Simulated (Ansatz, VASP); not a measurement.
# MoS2 in VASP and in Ansatz

```
Mo S
1.0
     1.58550    0.91539    6.11500
    -1.58550    0.91539    6.11500
     0.00000   -1.83078    6.11500
Mo S
1 2
Direct
  0.00000 0.00000 0.00000
  0.75000 0.75000 0.75000
  0.25000 0.25000 0.25000
```

Alike in both runs: task single point; functional PBEsol; dispersion D4; k mesh 11 × 11 × 11; occupations methfessel-paxton of order 1, width 0.3 eV; no spin polarisation.

```csv
,VASP,Ansatz
version,VASP 6.6.1,Ansatz 0.2.0
potentials or method,"VASP PAW PBE potentials, release 64 (Mo_sv, S), cutoff 520 eV","plane waves, PAW"
valence electrons in the cell,26,26
```

Ansatz gave:

```
pressure (GPa)                                                : 0.7
traceless stress, the component that is largest in VASP (GPa) : 3.17
```

Task: Which values does VASP return?

Result: Pressure (GPa): 0.8; traceless stress, the component that is largest in VASP (GPa): 3.18.

VASP's potentials were made for PBE, not for PBEsol.
